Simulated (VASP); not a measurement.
Au: single point with PBE

Crystal: Au.

```
Au
1.0
     2.98989    0.00000    0.00000
    -1.49494    2.58932    0.00000
     0.00000    0.00000    5.01228
Au
2
Direct
  0.33333 0.66667 0.75000
  0.66667 0.33333 0.25000
```

```
Program                : VASP 6.6.1
Task                   : single point
Functional             : PBE
Potentials or basis    : VASP PAW PBE potentials, release 64 (Au)
Cutoff                 : 500 eV
k mesh                 : 18 × 18 × 10
Occupations            : gaussian, width 0.15 eV
Spin                   : no spin polarisation
Dipole correction      : no
Further INCAR settings : ALGO = Normal; EDIFF = 1e-06; NBANDS = 18
```

```json
{
 "Pressure": "-8.3 GPa",
 "Band gap on the k mesh": "zero (band 11 reaches 11.10 eV, above the bottom of band 12 at 5.02 eV)"
}
```

Stress tensor (GPa, compression positive):
```
-8.51  0.00  0.00
 0.00 -8.51  0.00
 0.00  0.00 -7.99
```

Levels at points of the mesh, in eV from the Fermi level:
| k point | band 8 | band 9 | band 10 | band 11 | band 12 | band 13 | band 14 | band 15 |
| --- | --- | --- | --- | --- | --- | --- | --- | --- |
| (0.00, 0.00, 0.00) | -3.13 | -3.13 | -2.03 | -2.03 | -0.49 | 2.15 | 14.62 | 15.62 |
| (0.50, 0.00, 0.00) | -1.85 | -1.79 | -1.65 | 0.40 | 1.31 | 5.47 | 6.49 | 6.91 |
| (0.00, 0.00, 0.50) | -3.96 | -2.40 | -2.40 | -2.40 | -2.40 | 9.86 | 9.86 | 14.86 |
| (0.50, 0.00, 0.50) | -2.16 | -1.70 | -1.70 | 0.77 | 0.77 | 3.35 | 3.35 | 12.68 |

Run time: 56 s on 1 thread of AMD EPYC 9R45 96-Core Processor (Zen 5), with other jobs on the host, peak memory 0.22 GiB.

Caveat: spin-orbit coupling is left out, which moves the levels of the heavy elements.
